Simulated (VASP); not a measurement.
Set up this calculation in VASP 6.6.1, as the native input.

| Item | Value |
| --- | --- |
| Task | single point |
| Functional | PBE |
| Potentials or basis | VASP PAW PBE potentials, release 64 (Si, Hf_pv) |
| Cutoff | 520 eV |
| k mesh | 1 × 1 × 1, shifted |
| Occupations | fermi-dirac, width 0.1034 eV |
| Spin | no spin polarisation |
| Dipole correction | no |
| Further INCAR settings | LREAL = Auto; ALGO = Normal; EDIFF = 1e-06; NBANDS = 99; ISYM = 0 |

The structure of Hf11Si13 lies in POSCAR:

```
Hf11Si13
1.0
    7.7410930000     -0.0769270000      0.2103670000
   -0.0769270000      7.9026600000      0.0117030000
    0.2103670000      0.0117030000      7.8669780000
Si Hf
13 11
Direct
    0.5489436947      0.0043331461      0.7583705777
    0.9349991078      0.3213954685      0.2097379390
    0.7537991882      0.9244560505      0.5220591207
    0.1337846400      0.5438950799      0.6577594246
    0.7191532940      1.0001852007      0.0744875239
    0.8340725320      0.6041386146      0.7660970235
    0.7266026579      0.3449608617      0.6488044967
    0.2781710820      0.2279125506      0.2545048077
    0.0784981822      0.4144309926      0.9303940455
    0.5737054571      0.6223087918      0.1725748342
    0.9342485771      0.1528866357      0.6171785020
   -0.0009014564      0.0880688760      0.9432854606
    0.4960766439      0.5085343084      0.5035418261
    0.4480654037      0.8703053551      0.4430496236
    0.2951606058      0.2464802647      0.6597531340
    0.9165260461      0.7042113330      0.0595459629
    0.0261343105      0.9574039023      0.3182014372
    0.2408176007      0.5463182622      0.3135006048
    0.0970106509      0.8544051711      0.6818053968
    0.8595557499      0.6140258426      0.4260086772
    0.3470433479     -0.0100292260      0.0019283013
    0.6058713930      0.2353413387      0.3513017900
    0.4517219653      0.6554727245      0.7659176889
    0.6307659119      0.3575685752      0.9751391249
```

These files were run (other wordings do the same):

INCAR

```
PREC = Accurate
ENCUT = 520
EDIFF = 1E-6
ISMEAR = -1
SIGMA = 0.1034
LREAL = Auto
LASPH = T
NELM = 100
ALGO = Normal
ISIF = 2
LWAVE = F
LCHARG = T
GGA = PE
LELF = T
LVHAR = T
ISYM = 0
NBANDS = 99
```

KPOINTS

```
Automatic mesh
0
Gamma
  1 1 1
  0.25 0.25 0.25
```

Potentials or basis: VASP PAW PBE potentials, release 64 (Si, Hf_pv).

Run with:

```bash
$ cat potpaw_PBE.64/Si/POTCAR potpaw_PBE.64/Hf_pv/POTCAR > POTCAR
$ mpirun -np 1 vasp_std > vasp.out
```

Results of the run:

| Item | Value |
| --- | --- |
| Pressure | -4.2 GPa |
| Largest force | 3.039 eV/Å |
| Band gap on the k mesh | 0.09 eV |

Caveat: the k points lie up to 0.81 Å⁻¹ apart; spin-orbit coupling is left out, which moves the levels of the heavy elements.

It took 2.3 min on 1 thread of Intel(R) Xeon(R) Platinum 8259CL CPU @ 2.50GHz (Skylake/Cascade Lake) (shared host), peak memory 0.47 GiB.
